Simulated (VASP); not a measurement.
# Ag (Fm-3m) in VASP: a series of runs

The runs below take Ag through single point, relaxation of cell and atoms, with r2SCAN, PBE.

Everything below comes from runs of VASP 6.6.1. Logs are shortened: lines on timing, memory, paths and dates and some standing lists are left out, and cuts for length are marked.

## (1) The cell of the first run

Symmetry: Fm-3m, No. 225, cubic system. Conventional cell: a = 4.108 Å, b = 4.108 Å, c = 4.108 Å, α = 90.00°, β = 90.00°, γ = 90.00°. Ag (site symmetry m-3m) has 12 Ag at 2.90 Å within 3.8 Å.

## (2) Single point, r2SCAN

Contents of POSCAR:

```
Ag
1.0
    0.0000000000      2.0539609151      2.0539609151
    2.0539609151      0.0000000000      2.0539609151
    2.0539609151      2.0539609151      0.0000000000
Ag
1
Direct
    0.0000000000      0.0000000000      0.0000000000
```

Contents of INCAR.step1:

```
ALGO = Normal
EDIFF = 1E-4
ENCUT = 520
GGA = PE
ISMEAR = -1
LASPH = True
LCHARG = False
LREAL = False
LWAVE = True
NBANDS = 12
NELM = 100
PREC = Accurate
SIGMA = 0.02
```

Contents of INCAR.step2:

```
ALGO = Normal
EDIFF = 1E-6
ENCUT = 520
ISIF = 2
ISMEAR = -1
ISTART = 1
LASPH = True
LCHARG = True
LELF = True
LMIXTAU = True
LREAL = False
LVHAR = True
LWAVE = False
METAGGA = R2SCAN
NBANDS = 12
NELM = 100
PREC = Accurate
SIGMA = 0.02
```

Contents of KPOINTS:

```
k-points
0
Gamma
  10 10 10
```

Potentials or basis: VASP PAW PBE potentials, release 64 (Ag).

Started as:

```sh
cat potpaw_PBE.64/Ag/POTCAR > POTCAR
cp INCAR.step1 INCAR
mpirun -np 1 vasp_std > vasp.out
cp INCAR.step2 INCAR
mpirun -np 1 vasp_std > vasp.out
```

OUTCAR:

```text
EDIFF = 1E-6
   ENCUT = 520
   ISIF = 2
   ISMEAR = -1
   ISTART = 1
   LASPH = True
   LREAL = False
   METAGGA = R2SCAN
   NELM = 100
   PREC = Accurate

 ion  position               nearest neighbor table
   1  0.000  0.000  0.000-

  LATTYP: Found a face centered cubic cell.
 ALAT       =     4.1079218302

  Lattice vectors:

 A1 = (   0.0000000000,   2.0539609151,   2.0539609151)
 A2 = (   2.0539609151,   0.0000000000,   2.0539609151)
 A3 = (   2.0539609151,   2.0539609151,   0.0000000000)

Analysis of symmetry for initial positions (statically):
=====================================================================
 Subroutine PRICEL returns:
 Original cell was already a primitive cell.

 Routine SETGRP: Setting up the symmetry group for a
 face centered cubic supercell.

 Subroutine GETGRP returns: Found 48 space group operations
 (whereof 48 operations were pure point group operations)
 out of a pool of 48 trial point group operations.

The static configuration has the point symmetry O_h .

Analysis of symmetry for dynamics (positions and initial velocities):
=====================================================================
 Subroutine PRICEL returns:
 Original cell was already a primitive cell.

 Routine SETGRP: Setting up the symmetry group for a
 face centered cubic supercell.

 Subroutine GETGRP returns: Found 48 space group operations
 (whereof 48 operations were pure point group operations)
 out of a pool of 48 trial point group operations.

The dynamic configuration has the point symmetry O_h .

 Subroutine INISYM returns: Found 48 space group operations
 (whereof 48 operations are pure point group operations),
 and found     1 'primitive' translations

----------------------------------------------------------------------------------------

                                     Primitive cell

  volume of cell :      17.3303

  direct lattice vectors                    reciprocal lattice vectors
     0.000000000  2.053960915  2.053960915    -0.243432091  0.243432091  0.243432091
     2.053960915  0.000000000  2.053960915     0.243432091 -0.243432091  0.243432091
     2.053960915  2.053960915  0.000000000     0.243432091  0.243432091 -0.243432091

  length of vectors
     2.904739383  2.904739383  2.904739383     0.421636749  0.421636749  0.421636749

  position of ions in fractional coordinates (direct lattice)
     0.000000000  0.000000000  0.000000000

  ion indices of the primitive-cell ions
   primitive index   ion index
                 1           1

----------------------------------------------------------------------------------------

 KPOINTS: k-points

Automatic generation of k-mesh.
 Grid dimensions read from file:
 generate k-points for:   10   10   10

 Generating k-lattice:

  Cartesian coordinates                     Fractional coordinates (reciprocal lattice)
    -0.024343209  0.024343209  0.024343209     0.100000000  0.000000000  0.000000000
     0.024343209 -0.024343209  0.024343209     0.000000000  0.100000000  0.000000000
     0.024343209  0.024343209 -0.024343209     0.000000000  0.000000000  0.100000000

  Length of vectors
     0.042163675  0.042163675  0.042163675

  Shift w.r.t. Gamma in fractional coordinates (k-lattice)
     0.000000000  0.000000000  0.000000000

 Subroutine IBZKPT returns following result:
 ===========================================

 Found     47 irreducible k-points:

 Following reciprocal coordinates:
            Coordinates               Weight
  0.000000  0.000000  0.000000      1.000000
  0.100000  0.000000  0.000000      8.000000
  0.200000  0.000000  0.000000      8.000000
  0.300000  0.000000  0.000000      8.000000
  0.400000  0.000000  0.000000      8.000000
  0.500000  0.000000  0.000000      4.000000
[... 16 lines left out ...]
  0.300000  0.300000  0.000000      6.000000
  0.400000  0.300000  0.000000     24.000000
 [... further k-points ...]
   k-points           NKPTS =     47   k-points in BZ     NKDIM =     47   number of bands    NBANDS=     12
   number of dos      NEDOS =    301   number of ions     NIONS =      1
   total plane-waves  NPLWV =  13824
   dimension x,y,z NGX =    24 NGY =   24 NGZ =   24
   dimension x,y,z NGXF=    48 NGYF=   48 NGZF=   48
   ions per type =               1
   NGX,Y,Z   is equivalent  to a cutoff of  13.74, 13.74, 13.74 a.u.
   NGXF,Y,Z  is equivalent  to a cutoff of  27.47, 27.47, 27.47 a.u.
 SYSTEM =  unknown system
   PREC   = accura    normal or accurate (medium, high low for compatibility)
   ISTART =      1    job   : 0-new  1-cont  2-samecut
   ICHARG =      0    charge: 1-file 2-atom 10-const
   ISPIN  =      1    spin polarized calculation?
   LNONCOLLINEAR =      F non collinear calculations
   LSORBIT =      F    spin-orbit coupling
   LASPH  =      T    aspherical Exc in radial PAW
   ENCUT  =  520.0 eV  38.22 Ry    6.18 a.u.   5.40  5.40  5.40*2*pi/ulx,y,z
   NELM   =    100;   NELMIN=  2; NELMDL=  0     # of ELM steps
   EDIFF  = 0.1E-05   stopping-criterion for ELM
   LREAL  =      F    real-space projection
   EDIFFG = 0.1E-04   stopping-criterion for IOM
   NSW    =      0    number of steps for IOM
   IBRION =     -1    ionic relax: 0-MD 1-quasi-New 2-CG
   NFREE  =      0    steps in history (QN), initial steepest desc. (CG)
   ISIF   =      2    stress and relaxation
   ISYM   =      2    0-nonsym 1-usesym 2-fastsym
   POTIM  = 0.5000    time-step for ionic-motion
   TEBEG  =    0.0;   TEEND  =   0.0 temperature during run
   PSTRESS=    0.0 pullay stress
   NELECT =      11.0000    total number of electrons
   NUPDOWN=      -1.0000    fix difference up-down
   EMIN   =  10.00;   EMAX   =-10.00  energy-range for DOS
   EFERMI =   0.00;   METHOD = LEGACY
   ISMEAR =    -1;   SIGMA  =   0.02  broadening in eV -4-tet -1-fermi 0-gaus
   EFERMI_NEDOS =   21; number of points for ismear=-14 and -15
   IALGO  =     38    algorithm
   IMIX   =      4    mixing-type and parameters
     AMIX     =   0.40;   BMIX     =  1.00
     AMIX_MAG =   1.60;   BMIX_MAG =  1.00
  volume/ion in A,a.u.               =      17.33       116.95
  Fermi-wavevector in a.u.,A,eV,Ry     =   1.406923  2.658698 26.931798  1.979431
  Thomas-Fermi vector in A             =   2.529234
   LORBIT       =      0    0 simple, 1 ext, 2 COOP (PROOUT), +10 PAW based schemes
   METAGGA = R2SCAN    functional components
   LHFCALC =     F    Hartree Fock is set to
   AEXX    =    0.0000 exact exchange contribution
   IVDW    =     0    specifies the selected vdW correction
   LEPSILON=     F    determine dielectric tensor
   LRPA    =     F    only Hartree local field effects (RPA)
 non-spin polarized calculation
  energy-cutoff  :      520.00
  volume of cell :       17.33
 maximum number of plane-waves:       483
 NGX is ok and might be reduce to    24
   NGX = 11   NGY = 11   NGZ = 11

 number of electron      10.9999999 magnetization

 Free energy of the ion-electron system (eV)
  ---------------------------------------------------
  ext. energy  EPLUGINS =         0.00000000
  ---------------------------------------------------
  free energy    TOTEN  =       -21.34401865 eV

  energy without entropy =      -21.34321959  energy(sigma->0) =      -21.34361912

 E-fermi :   8.2087     XC(G=0): -12.8537

 val. band max:        7.9212783192   @ k =   0.5000   0.0000   0.0000
 cond. band min:       8.2440218430   @ k =   0.5000   0.3000   0.1000
 fundamental gap:      0.3227435237
 Fermi energy:         8.2086530130

 k-point     1 :       0.0000    0.0000    0.0000
  band No.  band energies     occupation
      1       0.3744      2.00000
      2       3.1323      2.00000
      3       3.1323      2.00000
      4       3.1323      2.00000
      5       4.1477      2.00000
      6       4.1477      2.00000
      7      24.8256      0.00000
      8      28.4476      0.00000
      9      28.4476      0.00000
     10      28.4476      0.00000
     11      33.3628      0.00000
     12      34.3136      0.00000

 k-point     2 :       0.1000    0.0000    0.0000
  band No.  band energies     occupation
      1       0.6869      2.00000
      2       3.0711      2.00000
      3       3.2130      2.00000
      4       3.2130      2.00000
      5       4.1210      2.00000
      6       4.1210      2.00000
      7      24.6656      0.00000
      8      26.3757      0.00000
      9      28.5345      0.00000
     10      28.5345      0.00000
     11      32.7511      0.00000
     12      33.9743      0.00000

 k-point     3 :       0.2000    0.0000    0.0000
  band No.  band energies     occupation
      1       1.4325      2.00000
      2       3.1208      2.00000
      3       3.3338      2.00000
      4       3.3338      2.00000
      5       4.1596      2.00000
      6       4.1596      2.00000
      7      21.6237      0.00000
      8      25.6495      0.00000
      9      28.5610      0.00000
     10      28.5610      0.00000
     11      31.6561      0.00000
     12      32.7991      0.00000

 k-point     4 :       0.3000    0.0000    0.0000
  band No.  band energies     occupation
      1       1.7577      2.00000
      2       3.2816      2.00000
      3       3.2816      2.00000
      4       4.2071      2.00000
      5       4.4468      2.00000
      6       4.4468      2.00000
      7      17.6499      0.00000
      8      25.0522      0.00000
      9      27.9905      0.00000
     10      27.9905      0.00000
     11      31.8336      0.00000
     12      31.8336      0.00000

 k-point     5 :       0.4000    0.0000    0.0000
  band No.  band energies     occupation
      1       1.6528      2.00000
      2       3.1597      2.00000
      3       3.1597      2.00000
      4       4.7933      2.00000
      5       4.7933      2.00000
      6       6.2997      2.00000
      7      13.9687      0.00000
      8      24.3400      0.00000
      9      27.0610      0.00000
     10      27.0610      0.00000
     11      31.5911      0.00000
     12      31.5911      0.00000
[... 228 lines left out ...]
      1       2.3621      2.00000
      2       2.9143      2.00000
      3       3.4986      2.00000
      4       3.6391      2.00000
      5       4.3161      2.00000
      6       7.6073      2.00000
      7      15.9948      0.00000
      8      19.6548      0.00000
      9      25.7745      0.00000
     10      26.5022      0.00000
     11      31.8917      0.00000
     12      33.9392      0.00000

 k-point    22 :      -0.2000    0.2000    0.0000
  band No.  band energies     occupation
      1       2.5305      2.00000
      2       2.7331      2.00000
      3       3.3351      2.00000
      4       3.7466      2.00000
      5       3.8525      2.00000
      6       5.8527      2.00000
      7      19.6899      0.00000
      8      19.9998      0.00000
      9      26.9285      0.00000
     10      28.9597      0.00000
     11      29.9035      0.00000
     12      34.2098      0.00000

 k-point    23 :       0.3000    0.3000    0.0000
  band No.  band energies     occupation
      1       2.0546      2.00000
      2       2.1195      2.00000
      3       4.3183      2.00000
      4       4.3183      2.00000
      5       4.6332      2.00000
      6       5.1851      2.00000
      7      21.9725      0.00000
      8      21.9725      0.00000
      9      22.2947      0.00000
     10      25.4443      0.00000
     11      26.1463      0.00000
     12      37.7978      0.00000

 k-point    24 :       0.4000    0.3000    0.0000
  band No.  band energies     occupation
      1       1.9367      2.00000
      2       2.0635      2.00000
      3       4.2621      2.00000
      4       4.3778      2.00000
      5       4.8958      2.00000
      6       6.9525      2.00000
      7      19.0554      0.00000
      8      20.1446      0.00000
      9      21.1561      0.00000
     10      25.5935      0.00000
     11      27.7694      0.00000
     12      37.6992      0.00000

 [... further k-points ...]
[... 5 lines left out ...]
  --------------------------------------------------------------------------------------
  -------------------------------------------------------------------------------------
  Total        0.0130545      0.0130545      0.0130545      0.0000000      0.0000000      0.0000000
  in kB        1.2068833      1.2068833      1.2068833      0.0000000      0.0000000      0.0000000
  external PRESSURE =       1.2068833 kB  Pullay stress =       0.0000000 kB

 VOLUME and BASIS-vectors are now :
 -----------------------------------------------------------------------------
  energy-cutoff  :      520.00
  volume of cell :       17.33
      direct lattice vectors                 reciprocal lattice vectors
     0.000000000  2.053960915  2.053960915    -0.243432091  0.243432091  0.243432091
     2.053960915  0.000000000  2.053960915     0.243432091 -0.243432091  0.243432091
     2.053960915  2.053960915  0.000000000     0.243432091  0.243432091 -0.243432091

 POSITION                                       TOTAL-FORCE (eV/Angst)
 -----------------------------------------------------------------------------------
      0.00000      0.00000      0.00000        -0.000000     -0.000000      0.000000
 -----------------------------------------------------------------------------------
    total drift:                               -0.000000      0.000000     -0.000000

  FREE ENERGIE OF THE ION-ELECTRON SYSTEM (eV)
  ---------------------------------------------------
  free  energy   TOTEN  =       -21.3440186475 eV

  energy  without entropy=      -21.3432195883  energy(sigma->0) =      -21.34361912
```

Run time: 44 s. Hardware: 1 thread of Intel Xeon Platinum 8375C at 2.90GHz (Ice Lake), shared host; peak memory 0.15 GiB.

What came out:

- Free energy: -21.3440 eV
- Pressure: 0.1 GPa

Levels at points of the mesh, in eV from the Fermi level:
```tsv
k point	band 2	band 3	band 4	band 5	band 6	band 7	band 8	band 9	band 10	band 11
(0.00, 0.00, 0.00)	-5.08	-5.08	-5.08	-4.06	-4.06	16.62	20.24	20.24	20.24	25.15
(0.50, 0.00, 0.00)	-5.10	-5.10	-3.27	-3.27	-0.29	3.62	15.85	18.44	18.44	23.37
(0.50, 0.50, 0.00)	-6.57	-3.30	-3.06	-3.06	1.75	6.85	11.05	11.05	17.49	17.64
```

Caveat: the PAW data sets were made with another functional, which shifts forces and pressure a little.

## (3) Relaxation of cell and atoms, PBE

This run uses another cell than the first one, of 17.05 Å³/atom, 0.984 times its volume.

Contents of INCAR:

```
SYSTEM = Ag
PREC     = Accurate       ! precision mode
ENCUT    = 600            ! plane-wave cutoff, eV
EDIFF    = 1E-6           ! SCF threshold, eV
ISMEAR   = -1             ! smearing method
SIGMA    = 0.02           ! smearing width, eV
LREAL    = .FALSE.        ! projectors in reciprocal space
LASPH    = .TRUE.         ! aspherical terms in the spheres
NELM     = 80             ! most SCF steps
ALGO     = Normal         ! electronic algorithm
ISIF     = 3              ! what is computed and relaxed
LWAVE    = .FALSE.        ! write WAVECAR
LCHARG   = .FALSE.        ! write CHGCAR
GGA      = PE             ! functional
IBRION   = 2              ! ionic algorithm
NSW      = 80             ! ionic steps
EDIFFG   = -0.005         ! ionic threshold
```

Contents of KPOINTS:

```
regular mesh
0
G
  10 10 10
  0 0 0
```

Contents of POSCAR:

```
Ag
1.0
    0.0000000000      2.0427500000      2.0427500000
    2.0427500000      0.0000000000      2.0427500000
    2.0427500000      2.0427500000      0.0000000000
Ag
1
Direct
    0.0000000000      0.0000000000      0.0000000000
```

Potentials or basis: VASP PAW PBE potentials, release 64 (Ag).

Started as:

```sh
cat potpaw_PBE.64/Ag/POTCAR > POTCAR
mpirun -np 1 vasp_std > vasp.out
```

Wall time 19 s (1 thread of Intel Xeon Platinum 8375C at 2.90GHz (Ice Lake), shared host); peak memory 0.15 GiB.

The run converged. Its results:

* Free energy: -2.7043 eV
* Relaxed volume: 17.86 Å³/atom
* Relaxed cell: a = 2.934 Å, b = 2.934 Å, c = 2.934 Å, α = 60.00°, β = 60.00°, γ = 60.00°
* Space group after relaxing (to 0.05 Å): Fm-3m (No. 225)
* Energy gained by relaxing: 11.6 meV/atom
* Ionic steps: 3
* Pressure after relaxing: 0.0 GPa

Step by step:
| step | energy change (eV) | largest force (eV/Å) | pressure (GPa) | volume (Å³) |
| --- | --- | --- | --- | --- |
| 1 | 0.0000 | 0.0000 | 4.85 | 17.05 |
| 2 | -0.0079 | 0.0000 | -2.33 | 18.35 |
| 3 | -0.0116 | 0.0000 | 0.01 | 17.86 |

Final structure:
```cif
data_structure
_symmetry_space_group_name_H-M 'P 1'
_symmetry_Int_Tables_number 1
_cell_length_a 2.9338
_cell_length_b 2.9338
_cell_length_c 2.9338
_cell_angle_alpha 60.000
_cell_angle_beta 60.000
_cell_angle_gamma 60.000
_cell_volume 17.86
loop_
_atom_site_label
_atom_site_type_symbol
_atom_site_fract_x
_atom_site_fract_y
_atom_site_fract_z
_atom_site_occupancy
Ag1 Ag 0.00000 0.00000 0.00000 1
```

Levels at points of the mesh, in eV from the Fermi level:
```tsv
k point	band 4	band 5	band 6	band 7	band 8	band 9
(0.00, 0.00, 0.00)	-4.63	-3.68	-3.68	15.92	19.23	19.23
(0.50, 0.00, 0.00)	-2.95	-2.95	-0.27	3.36	15.15	17.40
(0.50, 0.50, 0.00)	-2.76	-2.76	1.66	6.40	10.44	10.44
```

PBE usually gives volumes a little too large and moduli too small. Zero-point motion and thermal expansion aren't in these numbers.

## (4) Relaxation of cell and atoms, r2SCAN

This run uses another cell than the first one, of 17.88 Å³/atom, 1.032 times its volume.

Contents of POSCAR:

```
Ag
1.0
    0.0000000000      2.0756380368      2.0756380368
    2.0756380368      0.0000000000      2.0756380368
    2.0756380368      2.0756380368      0.0000000000
Ag
1
Direct
    0.0000000000      0.0000000000      0.0000000000
```

Contents of INCAR.step1:

```
ALGO = Normal
EDIFF = 1E-4
ENCUT = 600
GGA = PE
ISMEAR = -1
LASPH = T
LCHARG = F
LREAL = F
LWAVE = T
NELM = 60
PREC = Accurate
SIGMA = 0.02
```

Contents of INCAR.step2:

```
ALGO = Normal
EDIFF = 1E-6
EDIFFG = -0.005
ENCUT = 600
IBRION = 2
ISIF = 3
ISMEAR = -1
ISTART = 1
LASPH = T
LCHARG = F
LMIXTAU = T
LREAL = F
LWAVE = F
METAGGA = R2SCAN
NELM = 60
NSW = 80
PREC = Accurate
SIGMA = 0.02
```

Contents of KPOINTS:

```
k-points
0
Gamma
  10 10 10
```

Started as:

```sh
cat potpaw_PBE.64/Ag/POTCAR > POTCAR
cp INCAR.step1 INCAR
mpirun -np 1 vasp_std > vasp.out
cp INCAR.step2 INCAR
mpirun -np 1 vasp_std > vasp.out
```

It took 84 s on 1 thread of Intel Xeon Platinum 8375C at 2.90GHz (Ice Lake), shared host; peak memory 0.16 GiB.

It converged, with:

| Quantity | Value |
| --- | --- |
| Free energy | -21.3439 eV |
| Relaxed volume | 17.35 Å³/atom |
| Relaxed cell | a = 2.906 Å, b = 2.906 Å, c = 2.906 Å, α = 60.00°, β = 60.00°, γ = 60.00° |
| Space group after relaxing (to 0.05 Å) | Fm-3m (No. 225) |
| Energy gained by relaxing | 5.0 meV/atom |
| Ionic steps | 3 |
| Pressure after relaxing | 0.0 GPa |

The path:
```tsv
step	energy change (eV)	largest force (eV/Å)	pressure (GPa)	volume (Å³)
1	0.0000	0.0000	-2.90	17.88
2	-0.0033	0.0000	1.91	17.06
3	-0.0050	0.0000	0.01	17.35
```

Final structure:
```xyz
1
Lattice="0.0000 2.0548 2.0548 2.0548 0.0000 2.0548 2.0548 2.0548 0.0000" Properties=species:S:1:pos:R:3 pbc="T T T"
Ag    0.0000    0.0000    0.0000
```

Levels at points of the mesh, in eV from the Fermi level:
| k point | band 2 | band 3 | band 4 | band 5 | band 6 | band 7 | band 8 | band 9 |
| --- | --- | --- | --- | --- | --- | --- | --- | --- |
| (0.00, 0.00, 0.00) | -5.07 | -5.07 | -5.07 | -4.06 | -4.06 | 16.62 | 20.23 | 20.23 |
| (0.50, 0.00, 0.00) | -5.10 | -5.10 | -3.27 | -3.27 | -0.28 | 3.61 | 15.85 | 18.42 |
| (0.50, 0.50, 0.00) | -6.56 | -3.30 | -3.06 | -3.06 | 1.75 | 6.84 | 11.04 | 11.04 |

Caveat: the PAW data sets were made with another functional, which shifts forces and pressure a little.

## (5) The runs side by side

| task | level | cell | cutoff (eV) | gap on the mesh (eV) | pressure (GPa) | relaxed volume (Å³/atom) |
| --- | --- | --- | --- | --- | --- | --- |
| single point | r2SCAN | a = 2.905 Å, angles 60.0°, 1 atom | 520 | none | 0.1 | - |
| relaxation of cell and atoms | PBE | relaxed from a = 2.889 Å, angles 60.0°, 1 atom | 600 | none | 0.0 | 17.86 |
| relaxation of cell and atoms | r2SCAN | relaxed from a = 2.935 Å, angles 60.0°, 1 atom | 600 | none | 0.0 | 17.35 |

Alike in all rows: potentials or basis VASP PAW PBE potentials, release 64 (Ag); no spin polarisation; k mesh 10 × 10 × 10; smearing fermi-dirac 0.02 eV.

Caveats: the PAW data sets were made with another functional, which shifts forces and pressure a little (some runs).

Absolute energies hang on the potentials; compare differences alone.
